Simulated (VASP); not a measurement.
Wanted: the native input for a VASP 6.6.1 run.

| Property | Result |
| --- | --- |
| Task | single point |
| Functional | PBE |
| Potentials or basis | VASP PAW PBE potentials, release 64 (Hf_pv, Ge_d, Ru_pv) |
| Cutoff | 520 eV |
| k mesh | 3 × 3 × 4 |
| Occupations | gaussian, width 0.1 eV |
| Spin | no spin polarisation |
| Dipole correction | no |
| Further INCAR settings | ALGO = Fast; EDIFF = 1e-06; NBANDS = 69 |

The structure of Hf3GeRu lies in POSCAR:

```
Hf3GeRu
1.0
    6.1536501700      0.0000000000      0.0000000000
   -3.0768250900      5.3292173700      0.0000000000
    0.0000000000      0.0000000000      5.2784342100
Hf Ge Ru
6 2 2
Direct
    0.1571999900      0.8428000100      0.2772000100
    0.3143999700      0.1571999900      0.7772000100
    0.1571999900      0.3143999700      0.2772000100
    0.8428000100      0.1571999900      0.7772000100
    0.6856000300      0.8428000100      0.2772000100
    0.8428000100      0.6856000300      0.7772000100
    0.0000000000      0.0000000000      0.0014000000
    0.0000000000      0.0000000000      0.5014000000
    0.3333333300      0.6666666700      0.7500000000
    0.6666666700      0.3333333300      0.2500000000
```

The cell was generated, and may not be a known phase.

One way to write it, as run:

INCAR

```
SYSTEM = Hf3GeRu
ALGO = Fast
EDIFF = 1E-6
ENCUT = 520
GGA = PE
ISIF = 2
ISMEAR = 0
LASPH = .TRUE.
LCHARG = .FALSE.
LREAL = .FALSE.
LWAVE = .FALSE.
NBANDS = 69
NELM = 60
PREC = Accurate
SIGMA = 0.1
```

KPOINTS

```
k-points
0
G
  3 3 4
  0 0 0
```

Potentials or basis: VASP PAW PBE potentials, release 64 (Hf_pv, Ge_d, Ru_pv).

Run with:

```bash
$ cat potpaw_PBE.64/Hf_pv/POTCAR potpaw_PBE.64/Ge_d/POTCAR potpaw_PBE.64/Ru_pv/POTCAR > POTCAR
$ mpirun -np 1 vasp_std > vasp.out
```

It gave:

```
Pressure               : 74.8 GPa
Largest force          : 17.974 eV/Å
Band gap on the k mesh : zero (bands 58 and 59 overlap by 0.46 eV)
```

Caveat: the k points lie up to 0.39 Å⁻¹ apart; spin-orbit coupling is left out, which moves the levels of the heavy elements; forces of over 1 eV/Å act on the atoms, so gaps and moduli don't describe the material at rest.

It took 2.1 min on 1 thread of AMD EPYC 9R45 96-Core Processor (Zen 5), with other jobs on the host, peak memory 0.31 GiB.
